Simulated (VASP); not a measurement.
A run of VASP 6.6.1:

INCAR

```
SYSTEM = Ni
ALGO = Normal
EDIFF = 1E-6
ENCUT = 600
GGA = PE
GGA_COMPAT = .FALSE.
ISIF = 2
ISMEAR = -1
LASPH = .TRUE.
LCHARG = .TRUE.
LELF = .TRUE.
LREAL = .FALSE.
LVHAR = .TRUE.
LWAVE = .FALSE.
NBANDS = 11
NELM = 120
PREC = Accurate
SIGMA = 0.1
```

Contents of KPOINTS:

```
k-points
0
G
  16 16 16
  0 0 0
```

File POSCAR:

```
Ni
1.0
    0.0000000000      1.7572466680      1.7572466680
    1.7572466680      0.0000000000      1.7572466680
    1.7572466680      1.7572466680      0.0000000000
Ni
1
Direct
    0.0000000000      0.0000000000      0.0000000000
```

Potentials or basis: VASP PAW PBE potentials, release 64 (Ni).

Run with:

```console
$ cat potpaw_PBE.64/Ni/POTCAR > POTCAR
$ mpirun -np 1 vasp_std > vasp.out
```

Hardware: 1 thread of Intel(R) Xeon(R) Platinum 8259CL CPU @ 2.50GHz (Skylake/Cascade Lake) (shared host).

**Question.** How long does it take, and how much memory?

**Answer.** Wall time 19 s on 1 thread of Intel(R) Xeon(R) Platinum 8259CL CPU @ 2.50GHz (Skylake/Cascade Lake), with other jobs on the host, peak memory 0.14 GiB. Counts: scf iterations 12, k points 145.
